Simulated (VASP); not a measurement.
Wanted: the native input for a VASP 6.6.1 run.

```
Task                   : relaxation of cell and atoms
Functional             : PBE
Potentials or basis    : VASP PAW PBE potentials, release 64 (Zr_sv, S)
Cutoff                 : 600 eV
k mesh                 : 3 × 3 × 3
Occupations            : gaussian, width 0.1 eV
Spin                   : no spin polarisation
Dipole correction      : no
Further INCAR settings : ALGO = Normal; EDIFF = 1e-07; IBRION = 2; EDIFFG = -0.04; NSW = 90; ISIF = 3
```

The structure of Zr3S2 lies in POSCAR:

```
Zr3S2
1.0
    3.1948589651      1.8445526835      5.8151230904
   -3.1948589651      1.8445526835      5.8151230904
    0.0000000000     -3.6891053671      5.8151230904
Zr S
6 4
Direct
    0.0562500000      0.4437500000      0.7500000000
    0.7500000000      0.0562500000      0.4437500000
    0.4437500000      0.7500000000      0.0562500000
    0.9437500000      0.5562500000      0.2500000000
    0.2500000000      0.9437500000      0.5562500000
    0.5562500000      0.2500000000      0.9437500000
    0.8521800000      0.8521800000      0.8521800000
    0.6478200000      0.6478200000      0.6478200000
    0.1478200000      0.1478200000      0.1478200000
    0.3521800000      0.3521800000      0.3521800000
```

The input as run:

INCAR

```
SYSTEM = Zr3S2
  ALGO = Normal
  EDIFF = 1E-7
  EDIFFG = -0.04
  ENCUT = 600
  GGA = PE
  IBRION = 2
  ISIF = 3
  ISMEAR = 0
  LASPH = .True.
  LCHARG = .False.
  LREAL = .False.
  LWAVE = .False.
  NELM = 80
  NSW = 90
  PREC = Accurate
  SIGMA = 0.1
```

KPOINTS

```
k-points
0
Gamma
  3 3 3
  0 0 0
```

Potentials or basis: VASP PAW PBE potentials, release 64 (Zr_sv, S).

Launch:

```sh
$ cat potpaw_PBE.64/Zr_sv/POTCAR potpaw_PBE.64/S/POTCAR > POTCAR
$ mpirun -np 1 vasp_std > vasp.out
```

It gave:

* Relaxed volume: 19.87 Å³/atom
* Relaxed cell: a = 6.925 Å, b = 6.925 Å, c = 6.925 Å, α = 53.41°, β = 53.41°, γ = 53.41°
* Space group after relaxing (to 0.05 Å): R-3c (No. 167)
* Energy gained by relaxing: 55.3 meV/atom
* Ionic steps: 12
* Pressure after relaxing: -0.2 GPa
* Largest force after relaxing: 0.007 eV/Å
* Band gap on the k mesh: zero (band 48 reaches 9.62 eV, above the bottom of band 49 at 9.04 eV)

Caveat: the k points lie up to 0.41 Å⁻¹ apart in the final cell.

Run time: 9.9 min on 1 thread of Intel(R) Xeon(R) 6975P-C (Granite Rapids) (shared host), peak memory 0.48 GiB.
